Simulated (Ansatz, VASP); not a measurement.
**TePb: VASP beside Ansatz**

```
CELL_PARAMETERS angstrom
0.00000 3.23100 3.23100
3.23100 0.00000 3.23100
3.23100 3.23100 0.00000
ATOMIC_POSITIONS crystal
Te 0.50000 0.50000 0.50000
Pb 0.00000 0.00000 0.00000
```

Alike in both runs: task single point; functional PBE; k mesh 8 × 8 × 8; occupations gaussian, width 0.05 eV; no spin polarisation.

```csv
,VASP,Ansatz
version,VASP 6.6.1,Ansatz 0.2.0
potentials or method,"VASP PAW PBE potentials, release 64 (Te, Pb_d), cutoff 520 eV","scalar-relativistic, plane waves, PAW"
valence electrons in the cell,20,30
```

Ansatz gave:

```
gap on the k mesh at the Fermi level (eV) : 0.73
pressure (GPa)                            : 2.1
```

What did VASP give for the same quantities?

gap on the k mesh at the Fermi level (eV): 0.74; pressure (GPa): 2.1.

VASP's potentials hold 20 valence electrons a cell and Ansatz's 30, so a difference there can come from the potentials and not from the codes.

Spin-orbit coupling is off throughout.
